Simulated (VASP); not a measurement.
The system is TiO2.

```
CELL_PARAMETERS angstrom
2.96826 0.00000 0.00000
0.00021 4.70761 0.00000
1.48357 0.24235 7.08346
ATOMIC_POSITIONS crystal
Ti 0.00337 0.00039 0.00070
Ti 0.34464 0.48026 0.31696
Ti 0.66171 0.52047 0.68450
O 0.44004 0.18544 0.12854
O 0.77793 0.29773 0.45188
O 0.10124 0.30895 0.80624
O 0.90650 0.69184 0.19517
O 0.22941 0.70301 0.54951
O 0.56803 0.81530 0.87283
```

| Property | Result |
| --- | --- |
| Program | VASP 6.6.1 |
| Task | relaxation of cell and atoms |
| Functional | LDA |
| Potentials or basis | VASP PAW LDA potentials, release 64 (Ti_sv, O) |
| Cutoff | 600 eV |
| k mesh | 7 × 5 × 3 |
| Occupations | fermi-dirac, width 0.05 eV |
| Spin | no spin polarisation |
| Hubbard terms | Ti d U = 8.0 eV |

At the start: pressure 7.1 GPa; volume 11.00 Å³/atom.

**Question.** How do energy, volume and symmetry change on relaxing?

**Answer.** Over 17 steps the energy falls by 9.3 meV/atom and the volume is 11.27 Å³/atom (+2.5 %); space group C2/m (No. 12, to 0.1 Å) before and after.

Step by step:
```
step  energy change (eV)  largest force (eV/Å)  pressure (GPa)  volume (Å³)
   1              0.0000                0.4434            7.11        98.98
   2              0.1002                0.9861          -10.00       106.12
   3             -0.0740                0.1910           -0.26       101.72
   4             -0.0741                0.1876           -0.13       101.66
   5             -0.0808                0.1805           -0.21       101.77
   6             -0.0808                0.1632           -0.21       101.76
   7             -0.0820                0.1291            0.08       101.61
   8             -0.0825                0.0413           -0.02       101.67
   9             -0.0830                0.0331           -0.03       101.64
  10             -0.0831                0.0540           -0.05       101.54
  11             -0.0833                0.0303           -0.03       101.58
  12             -0.0834                0.0243           -0.01       101.52
  13             -0.0834                0.0242            0.00       101.53
  14             -0.0835                0.0154           -0.02       101.50
  15             -0.0835                0.0188           -0.03       101.46
  16             -0.0835                0.0154           -0.01       101.48
  17             -0.0836                0.0084            0.00       101.45
```

Final structure:
```xyz
9
Lattice="3.0258 0.0000 0.0001 0.0001 4.6842 0.0073 1.5126 0.2520 7.1585" Properties=species:S:1:pos:R:3 pbc="T T T"
Ti    0.0121    0.0019    0.0050
Ti    1.5250    2.3309    2.2724
Ti    3.0377    2.6092    4.9036
O     1.5250    0.9037    0.9094
O     3.0378    1.5004    3.2403
O     1.5247    1.6596    5.7720
O     3.0380    3.2804    1.4040
O     1.5249    3.4396    3.9357
O     3.0378    4.0363    6.2666
```
